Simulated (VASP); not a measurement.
Ta: single point with PBE

Crystal: Ta.

```
Ta
1.0
    -1.67835    1.67835    1.67835
     1.67835   -1.67835    1.67835
     1.67835    1.67835   -1.67835
Ta
1
Direct
  0.00000 0.00000 0.00000
```

```yaml
Program: VASP 6.6.1
Task: single point
Functional: PBE
Potentials_or_basis: VASP PAW PBE potentials, release 64 (Ta_pv)
Cutoff: 520 eV
k_mesh: 12 × 12 × 12
Occupations: fermi-dirac, width 0.1 eV
Spin: no spin polarisation
```

```yaml
Pressure: -5.9 GPa
```

Levels at points of the mesh, in eV from the Fermi level:
```
           k point  band 4  band 5  band 6  band 7  band 8  band 9
(0.00, 0.00, 0.00)   -7.73    0.73    0.73    0.73    3.83    3.83
(0.50, 0.00, 0.00)   -4.17   -1.41    1.38    3.68    4.66    7.33
(0.50, 0.50, 0.50)   -3.52   -3.52    6.44    6.44    6.44    8.22
```

Run time: 5 s on 1 thread of Intel(R) Xeon(R) 6975P-C (Granite Rapids), on a shared host, peak memory 0.14 GiB.

Caveat: spin-orbit coupling is left out, which moves the levels of the heavy elements.
